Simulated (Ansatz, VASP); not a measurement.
# One calculation of In2O3, two programs

```
In O
1.0
     2.74350    1.58396    4.83667
    -2.74350    1.58396    4.83667
     0.00000   -3.16792    4.83667
In O
4 6
Direct
  0.35791 0.35791 0.35791
  0.14209 0.14209 0.14209
  0.64209 0.64209 0.64209
  0.85791 0.85791 0.85791
  0.54593 0.95407 0.25000
  0.25000 0.54593 0.95407
  0.95407 0.25000 0.54593
  0.45407 0.04593 0.75000
  0.75000 0.45407 0.04593
  0.04593 0.75000 0.45407
```

Alike in both runs: functional PBE; k mesh 4 × 4 × 4; occupations fermi-dirac, width 0.02 eV; no spin polarisation.

Ansatz relaxed the structure, and its values are those at the end. VASP's run is a single point on that final structure, the one shown.

|  | VASP | Ansatz |
| --- | --- | --- |
| version | VASP 6.6.1 | Ansatz 0.2.0 |
| potentials or method | VASP PAW PBE potentials, release 64 (In_d, O) | plane-wave PAW, scalar-relativistic |
| plane-wave cutoff (eV) | 520 | 420 |
| valence electrons in the cell | 88 | 88 |

|  | VASP | Ansatz | Ansatz less VASP |
| --- | --- | --- | --- |
| gap on the k mesh at the Fermi level (eV) | 1.29 | 1.30 | +0.007 |
| pressure (GPa) | 8.8 | 8.3 | -0.51 |
| rms of the force components (eV/Å) | 0.012 | 0.005 | -0.0072 |

With one functional, cell and mesh, what is left measures potentials, basis and numerics. Ansatz's warnings: stress scf threshold loose.
